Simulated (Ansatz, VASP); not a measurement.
# Two plane-wave programs on SnO2

The input INCAR:

```
SYSTEM = SnO2
PREC     = Accurate       ! precision mode
ENCUT    = 520            ! plane-wave cutoff, eV
EDIFF    = 1E-6           ! SCF threshold, eV
ISMEAR   = 0              ! smearing method
SIGMA    = 0.05           ! smearing width, eV
LREAL    = .False.        ! projectors in reciprocal space
LASPH    = .True.         ! aspherical terms in the spheres
NELM     = 100            ! most SCF steps
ALGO     = Normal         ! electronic algorithm
ISIF     = 2              ! what is computed and relaxed
LWAVE    = .False.        ! write WAVECAR
LCHARG   = .False.        ! write CHGCAR
GGA      = PE             ! functional
IVDW     = 12             ! dispersion correction
NBANDS   = 35             ! bands
```

The input KPOINTS:

```
Automatic mesh
0
Gamma
  12 12 4
  0 0 0
```

The input POSCAR:

```
SnO2
1.0
    3.2115702651      0.0000000000      0.0000000000
   -1.6057851326      2.7813014356      0.0000000000
    0.0000000000      0.0000000000      8.7913426309
Sn O
2 4
Direct
    0.0000000000      0.0000000000      0.5000000000
    0.0000000000      0.0000000000      0.0000000000
    0.6666666667      0.3333333333      0.4018666787
    0.6666666667      0.3333333333      0.0981333213
    0.3333333333      0.6666666667      0.5981333213
    0.3333333333      0.6666666667      0.9018666787
```

Input for Ansatz:

```yaml
crystal:
  lattice:
    - [3.2115702651, 0.0, 0.0]
    - [-1.6057851326, 2.7813014356, 0.0]
    - [0.0, 0.0, 8.7913426309]
  atoms:
    - { symbol: Sn, position: [0.0, 0.0, 0.5] }
    - { symbol: Sn, position: [0.0, 0.0, 0.0] }
    - { symbol: O, position: [0.6666666667, 0.3333333333, 0.4018666787] }
    - { symbol: O, position: [0.6666666667, 0.3333333333, 0.0981333213] }
    - { symbol: O, position: [0.3333333333, 0.6666666667, 0.5981333213] }
    - { symbol: O, position: [0.3333333333, 0.6666666667, 0.9018666787] }
basis:
  ecutwfc: 420
kpoints:
  mp_grid: { grid: [12, 12, 4] }
hamiltonian:
  xc: pbe
  dispersion: d3bj
scf:
  occupations: { method: gaussian, width: 0.05 }
output:
  forces: true
  stress: true
  eigenvalues: true
```

Change from the starting cell: strain -0.1500 x Voigt [0, 0, 1, 0, 0, 0], atoms carried along.

Alike in both runs: task single point; functional PBE; dispersion D3(BJ); k mesh 12 × 12 × 4; occupations gaussian, width 0.05 eV; no spin polarisation.

|  | VASP | Ansatz |
| --- | --- | --- |
| version | VASP 6.6.1 | Ansatz 0.2.0 |
| potentials or method | VASP PAW PBE potentials, release 64 (Sn_d, O), cutoff 520 eV | scalar-relativistic, plane waves, PAW |
| valence electrons in the cell | 52 | 52 |

|  | VASP | Ansatz | Ansatz less VASP |
| --- | --- | --- | --- |
| gap on the k mesh at the Fermi level (eV) | 1.61 | 1.63 | +0.018 |
| least direct gap on the mesh (eV) | 2.32 | 2.32 | +0.007 |
| pressure (GPa) | 18.4 | 17.6 | -0.77 |
| traceless stress, the component that is largest in VASP (GPa) | 3.59 | 4.15 | +0.561 |
| rms of the force components (eV/Å) | 0.904 | 0.877 | -0.0264 |

Atom by atom the forces differ by 0.026 eV/Å (rms over components).
